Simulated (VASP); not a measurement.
# SnSe (Fm-3m) in VASP: relaxation of cell and atoms with PBEsol

Aim: the relaxation of cell and atoms of SnSe with PBEsol.

Program: VASP 6.6.1. These are calculated values, not measurements. Logs are shortened: lines on timing, memory, paths and dates and some standing lists are left out, and cuts for length are marked.

## 1. The cell of the first run

Symmetry: Fm-3m, No. 225, cubic system. Conventional cell: a = 5.402 Å, b = 5.402 Å, c = 5.402 Å, α = 90.00°, β = 90.00°, γ = 90.00°. Within 3.6 Å of Sn (site symmetry m-3m) lie 6 Se at 2.70 Å. Within 3.6 Å of Se (site symmetry m-3m) lie 6 Sn at 2.70 Å.

## 2. Relaxation of cell and atoms, PBEsol, target pressure 30 GPa, at which the enthalpy is minimised

INCAR

```
PREC = Accurate
ENCUT = 600
EDIFF = 1E-7
ISMEAR = 0
SIGMA = 0.01
LREAL = False
LASPH = True
NELM = 60
ALGO = Normal
ISIF = 3
LWAVE = False
LCHARG = False
GGA = PS
IBRION = 2
NSW = 80
EDIFFG = -0.001
PSTRESS = 300.0
```

KPOINTS

```
Automatic mesh
0
Gamma
  12 12 12
```

POSCAR

```
SnSe
1.0
    0.0000000000      2.7009029981      2.7009029981
    2.7009029981      0.0000000000      2.7009029981
    2.7009029981      2.7009029981      0.0000000000
Sn Se
1 1
Direct
    0.0000000000      0.0000000000      0.0000000000
    0.5000000000      0.5000000000      0.5000000000
```

Potentials or basis: VASP PAW PBE potentials, release 64 (Sn_d, Se).

On the command line:

```console
$ cat potpaw_PBE.64/Sn_d/POTCAR potpaw_PBE.64/Se/POTCAR > POTCAR
$ mpirun -np 1 vasp_std > vasp.out
```

OUTCAR:

```text
PREC = Accurate
   ENCUT = 600
   EDIFF = 1E-7
   ISMEAR = 0
   LREAL = False
   LASPH = True
   NELM = 60
   ISIF = 3
   GGA = PS
   IBRION = 2
   NSW = 80
   EDIFFG = -0.001
   PSTRESS = 300.0

 ion  position               nearest neighbor table
   1  0.000  0.000  0.000-   2 2.70   2 2.70   2 2.70   2 2.70   2 2.70   2 2.70
   2  0.500  0.500  0.500-   1 2.70   1 2.70   1 2.70   1 2.70   1 2.70   1 2.70

  LATTYP: Found a face centered cubic cell.
 ALAT       =     5.4018059962

  Lattice vectors:

 A1 = (   0.0000000000,   2.7009029981,   2.7009029981)
 A2 = (   2.7009029981,   0.0000000000,   2.7009029981)
 A3 = (   2.7009029981,   2.7009029981,   0.0000000000)

Analysis of symmetry for initial positions (statically):
=====================================================================
 Subroutine PRICEL returns:
 Original cell was already a primitive cell.

 Routine SETGRP: Setting up the symmetry group for a
 face centered cubic supercell.

 Subroutine GETGRP returns: Found 48 space group operations
 (whereof 48 operations were pure point group operations)
 out of a pool of 48 trial point group operations.

The static configuration has the point symmetry O_h .

Analysis of symmetry for dynamics (positions and initial velocities):
=====================================================================
 Subroutine PRICEL returns:
 Original cell was already a primitive cell.

 Routine SETGRP: Setting up the symmetry group for a
 face centered cubic supercell.

 Subroutine GETGRP returns: Found 48 space group operations
 (whereof 48 operations were pure point group operations)
 out of a pool of 48 trial point group operations.

The dynamic configuration has the point symmetry O_h .

 Subroutine INISYM returns: Found 48 space group operations
 (whereof 48 operations are pure point group operations),
 and found     1 'primitive' translations

----------------------------------------------------------------------------------------

                                     Primitive cell

  volume of cell :      39.4055

  direct lattice vectors                    reciprocal lattice vectors
     0.000000000  2.700902998  2.700902998    -0.185123272  0.185123272  0.185123272
     2.700902998  0.000000000  2.700902998     0.185123272 -0.185123272  0.185123272
     2.700902998  2.700902998  0.000000000     0.185123272  0.185123272 -0.185123272

  length of vectors
     3.819653651  3.819653651  3.819653651     0.320642913  0.320642913  0.320642913

  position of ions in fractional coordinates (direct lattice)
     0.000000000  0.000000000  0.000000000
     0.500000000  0.500000000  0.500000000

  ion indices of the primitive-cell ions
[... 98 lines left out ...]
  Thomas-Fermi vector in A             =   2.436708
   LORBIT       =      0    0 simple, 1 ext, 2 COOP (PROOUT), +10 PAW based schemes
   GGA     = PS    functional components
   LHFCALC =     F    Hartree Fock is set to
   AEXX    =    0.0000 exact exchange contribution
   IVDW    =     0    specifies the selected vdW correction
   LEPSILON=     F    determine dielectric tensor
   LRPA    =     F    only Hartree local field effects (RPA)
 conjugate gradient relaxation of ions
 non-spin polarized calculation
 Gauss-broadening in eV      SIGMA  =   0.01
  energy-cutoff  :      600.00
  volume of cell :       39.41
 maximum number of plane-waves:      1363
   NGX = 15   NGY = 15   NGZ = 15

--------------------------------------- Ionic step        1  -------------------------------------------

 number of electron      20.0000001 magnetization

 Free energy of the ion-electron system (eV)
  ---------------------------------------------------
  ext. energy  EPLUGINS =         0.00000000
  ---------------------------------------------------
  free energy    TOTEN  =        -8.00691813 eV

  energy without entropy =       -8.00682202  energy(sigma->0) =       -8.00687007

------------------------ aborting loop because EDIFF is reached ----------------------------------------

  FORCE on cell =-STRESS in cart. coord.  units (eV):
  Direction    XX          YY          ZZ          XY          YZ          ZX
  --------------------------------------------------------------------------------------
  -------------------------------------------------------------------------------------
  Total        7.3806462      7.3806462      7.3806462     -0.0000000      0.0000000      0.0000000
  in kB      300.0875736    300.0875736    300.0875736     -0.0000000      0.0000000      0.0000000
  external PRESSURE =       0.0875736 kB  Pullay stress =     300.0000000 kB
[... 63 lines left out ...]
--------------------------------------- Ionic step        3  -------------------------------------------

 number of electron      20.0000001 magnetization

 Free energy of the ion-electron system (eV)
  ---------------------------------------------------
  ext. energy  EPLUGINS =         0.00000000
  ---------------------------------------------------
  free energy    TOTEN  =        -8.00748427 eV

  energy without entropy =       -8.00738735  energy(sigma->0) =       -8.00743581

 E-fermi :  10.1695     XC(G=0): -11.3196

 val. band max:       10.0239364583   @ k =  -0.2500   0.1667   0.0000
 cond. band min:      10.1705205108   @ k =  -0.4167   0.1667   0.0833
 fundamental gap:      0.1465840525
 Fermi energy:        10.1694729406

 k-point     1 :       0.0000    0.0000    0.0000
  band No.  band energies     occupation
      1     -12.0481      2.00000
      2     -12.0481      2.00000
      3     -12.0263      2.00000
      4     -12.0263      2.00000
      5     -12.0263      2.00000
      6      -6.9502      2.00000
      7       5.9725      2.00000
      8       6.4424      2.00000
      9       6.4424      2.00000
     10       6.4424      2.00000
     11      15.0126      0.00000
     12      15.0126      0.00000
     13      15.0126      0.00000
     14      15.2303      0.00000
[... 377 lines left out ...]
      1     -12.1062      2.00000
      2     -12.0732      2.00000
      3     -12.0168      2.00000
      4     -11.9898      2.00000
      5     -11.9795      2.00000
      6      -4.9029      2.00000
      7      -0.1694      2.00000
      8       4.6117      2.00000
      9       6.2148      2.00000
     10       8.6103      2.00000
     11      11.3577      0.00000
     12      11.5673      0.00000
     13      14.5152      0.00000
     14      17.4731      0.00000

 [... further k-points ...]

------------------------ aborting loop because EDIFF is reached ----------------------------------------

  FORCE on cell =-STRESS in cart. coord.  units (eV):
  Direction    XX          YY          ZZ          XY          YZ          ZX
  --------------------------------------------------------------------------------------
  -------------------------------------------------------------------------------------
  Total        7.3808916      7.3808916      7.3808916      0.0000000      0.0000000      0.0000000
  in kB      300.0745299    300.0745299    300.0745299      0.0000000      0.0000000      0.0000000
  external PRESSURE =       0.0745299 kB  Pullay stress =     300.0000000 kB
[... 21 lines left out ...]
  energy  without entropy=       -8.0073873491  energy(sigma->0) =       -8.00743581

  enthalpy is  TOTEN    =        -0.6284259013 eV   P V=        7.3790583688

 reached required accuracy - stopping structural energy minimisation
```

CONTCAR:

```text
SnSe
   1.00000000000000
     0.0000000000000000    2.7009720654201201    2.7009720654201201
     2.7009720654201201    0.0000000000000000    2.7009720654201201
     2.7009720654201201    2.7009720654201201   -0.0000000000000000
  Sn              Se
     1     1
Direct
     0.0000000000000000    0.0000000000000000    0.0000000000000000
     0.5000000000000000    0.5000000000000000    0.5000000000000000

  0.00000000E+00  0.00000000E+00  0.00000000E+00
  0.00000000E+00  0.00000000E+00  0.00000000E+00
```

Wall time 2.1 min (1 thread of Intel Xeon 8259CL, shared host); peak memory 0.22 GiB.

Results:

```
Free energy                                                : -8.0075 eV
Energy change on relaxing (the run minimises the enthalpy) : -0.3 meV/atom
Ionic steps                                                : 3
Pressure after relaxing                                    : 30.0 GPa
Band gap on the k mesh                                     : zero (bands 10 and 11 overlap by 0.01 eV)
```

The path:
```csv
step,energy change (eV),largest force (eV/Å),pressure (GPa),volume (Å³)
1,0.0000,0.0000,30.01,39.41
2,-0.0012,0.0000,29.99,39.41
3,-0.0006,0.0000,30.01,39.41
```

Final structure:
```xyz
2
Lattice="0.0000 2.7010 2.7010 2.7010 0.0000 2.7010 2.7010 2.7010 0.0000" Properties=species:S:1:pos:R:3 pbc="T T T"
Sn    0.0000    0.0000    0.0000
Se    2.7010    2.7010    2.7010
```

Levels at points of the mesh, in eV from the Fermi level:
```csv
k point,band 7,band 8,band 9,band 10,band 11,band 12,band 13,band 14
"(0.00, 0.00, 0.00)",-4.20,-3.73,-3.73,-3.73,4.84,4.84,4.84,5.06
"(0.50, 0.00, 0.00)",-10.73,-3.34,-3.34,-0.89,0.34,0.34,1.59,8.67
"(0.50, 0.50, 0.00)",-8.62,-6.72,-5.92,-5.92,1.15,6.87,6.87,7.72
```

Caveat: the cell is relaxed towards a set pressure, so the run minimises the enthalpy, not the energy; semilocal functionals underestimate gaps, so a narrow gap can read as zero; the PAW data sets were made with another functional, which shifts forces and pressure a little; spin-orbit coupling is left out, which moves the levels of the heavy elements.
